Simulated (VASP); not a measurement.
Here is a VASP 6.6.1 calculation.

File POSCAR:

```
H4NF
1.0
    4.3992265504     -0.0000000029      0.0000000000
   -2.1996132727      3.8098419511      0.0000000000
    0.0000000000      0.0000000000      7.1165388800
H N F
8 2 2
Direct
    0.3333333333      0.6666666667      0.2282363183
    0.6666666667      0.3333333333      0.7282363183
    0.4621405409      0.5378594591      0.4229098070
    0.9242810817      0.4621405409      0.9229098070
    0.4621405409      0.9242810817      0.4229098070
    0.5378594591      0.4621405409      0.9229098070
    0.0757189183      0.5378594591      0.4229098070
    0.5378594591      0.0757189183      0.9229098070
    0.3333333333      0.6666666667      0.3744372708
    0.6666666667      0.3333333333      0.8744372708
    0.3333333333      0.6666666667     -0.0029029900
    0.6666666667      0.3333333333      0.4970970100
```

File INCAR.step1:

```
PREC = Accurate
ENCUT = 520
ISMEAR = -1
SIGMA = 0.02
LREAL = False
LASPH = True
NELM = 60
NBANDS = 28
GGA = PE
ALGO = Normal
EDIFF = 1E-4
LWAVE = True
LCHARG = False
```

INCAR.step2

```
PREC = Accurate
ENCUT = 520
EDIFF = 1E-6
ISMEAR = -1
SIGMA = 0.02
LREAL = False
LASPH = True
NELM = 60
ALGO = Normal
ISIF = 2
LWAVE = False
LCHARG = False
METAGGA = R2SCAN
LMIXTAU = True
NBANDS = 28
ISTART = 1
```

KPOINTS

```
Automatic mesh
0
Gamma
  6 6 4
```

Potentials or basis: VASP PAW PBE potentials, release 64 (H, N, F).

Run with:

```sh
$ cat potpaw_PBE.64/H/POTCAR potpaw_PBE.64/N/POTCAR potpaw_PBE.64/F/POTCAR > POTCAR
$ cp INCAR.step1 INCAR
$ mpirun -np 1 vasp_std > vasp.out
$ cp INCAR.step2 INCAR
$ mpirun -np 1 vasp_std > vasp.out
```

**Question.** Predict the band gap on the k mesh.

**Answer.** 6.62 eV, indirect (least direct gap 6.89 eV).

**Question.** Predict the largest force.

**Answer.** 0.051 eV/Å.

**Question.** What does it give for the pressure?

**Answer.** 0.4 GPa.

Forces on the atoms (eV/Å):
```
H    0.000  0.000 -0.051
H    0.000  0.000 -0.051
H    0.041 -0.024  0.016
H    0.041  0.024  0.016
H    0.000  0.048  0.016
H   -0.041  0.024  0.016
H   -0.041 -0.024  0.016
H    0.000 -0.048  0.016
N    0.000  0.000  0.002
N    0.000  0.000  0.002
F    0.000  0.000 -0.001
F    0.000  0.000 -0.001
```

Caveat: the PAW data sets were made with another functional, which shifts forces and pressure a little. A k mesh can miss the band edges.
